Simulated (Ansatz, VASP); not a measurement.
**One calculation of W2N3, two programs**

INCAR

```
SYSTEM = W2N3
PREC = Accurate ; ENCUT = 520
EDIFF = 1E-6 ; ISMEAR = 0
SIGMA = 0.15 ; LREAL = .False.
LASPH = .True. ; NELM = 100
ALGO = Normal ; ISIF = 2
LWAVE = .False. ; LCHARG = .False.
GGA = PE ; IVDW = 12
NBANDS = 54
```

File KPOINTS:

```
regular mesh
0
Gamma
  18 18 4
  0 0 0
```

File POSCAR:

```
W2N3
1.0
    2.8946962408      0.0000000000      0.0000000000
   -1.4473481204      2.5068804808      0.0000000000
    0.0000000000      0.0000000000     14.0802007088
W N
4 6
Direct
    0.6666666667      0.3333333333      0.1546446963
    0.3333333333      0.6666666667      0.8453553037
    0.3333333333      0.6666666667      0.6546446963
    0.6666666667      0.3333333333      0.3453553037
    0.6666666667      0.3333333333      0.9182231591
    0.3333333333      0.6666666667      0.0817768409
    0.3333333333      0.6666666667      0.4182231591
    0.6666666667      0.3333333333      0.5817768409
    0.6666666667      0.3333333333      0.7500000000
    0.3333333333      0.6666666667      0.2500000000
```

Input for Ansatz:

```yaml
crystal:
  lattice:
    - [2.8946962408, 0.0, 0.0]
    - [-1.4473481204, 2.5068804808, 0.0]
    - [0.0, 0.0, 14.0802007088]
  atoms:
    - { symbol: W, position: [0.6666666667, 0.3333333333, 0.1546446963] }
    - { symbol: W, position: [0.3333333333, 0.6666666667, 0.8453553037] }
    - { symbol: W, position: [0.3333333333, 0.6666666667, 0.6546446963] }
    - { symbol: W, position: [0.6666666667, 0.3333333333, 0.3453553037] }
    - { symbol: "N", position: [0.6666666667, 0.3333333333, 0.9182231591] }
    - { symbol: "N", position: [0.3333333333, 0.6666666667, 0.0817768409] }
    - { symbol: "N", position: [0.3333333333, 0.6666666667, 0.4182231591] }
    - { symbol: "N", position: [0.6666666667, 0.3333333333, 0.5817768409] }
    - { symbol: "N", position: [0.6666666667, 0.3333333333, 0.75] }
    - { symbol: "N", position: [0.3333333333, 0.6666666667, 0.25] }
basis:
  ecutwfc: 420
kpoints:
  mp_grid: { grid: [18, 18, 4] }
hamiltonian:
  xc: pbe
  dispersion: d3bj
scf:
  occupations: { method: gaussian, width: 0.15 }
output:
  forces: true
  stress: true
  eigenvalues: true
```

Change from the starting cell: strain +0.000 along x and y, -0.080 along z, atoms carried along.

Alike in both runs: task single point; functional PBE; dispersion D3(BJ); k mesh 18 × 18 × 4; occupations gaussian, width 0.15 eV; no spin polarisation.

|  | VASP | Ansatz |
| --- | --- | --- |
| version | VASP 6.6.1 | Ansatz 0.2.0 |
| potentials or method | VASP PAW PBE potentials, release 64 (W_sv, N), cutoff 520 eV | scalar-relativistic, plane waves, PAW |
| valence electrons in the cell | 86 | 86 |

```tsv
	VASP	Ansatz	Ansatz less VASP
gap on the k mesh at the Fermi level (eV)	none	none	-
pressure (GPa)	32.0	29.6	-2.39
traceless stress, the component that is largest in VASP (GPa)	27.02	27.06	+0.038
rms of the force components (eV/Å)	1.157	1.098	-0.0585
```

Atom by atom the forces differ by 0.070 eV/Å (rms over components). A gap of «none» marks a metal or a gap that the smearing closes. Both programs put the cell under a high pressure, so it lies far from rest at this level.

Spin-orbit coupling is off throughout.
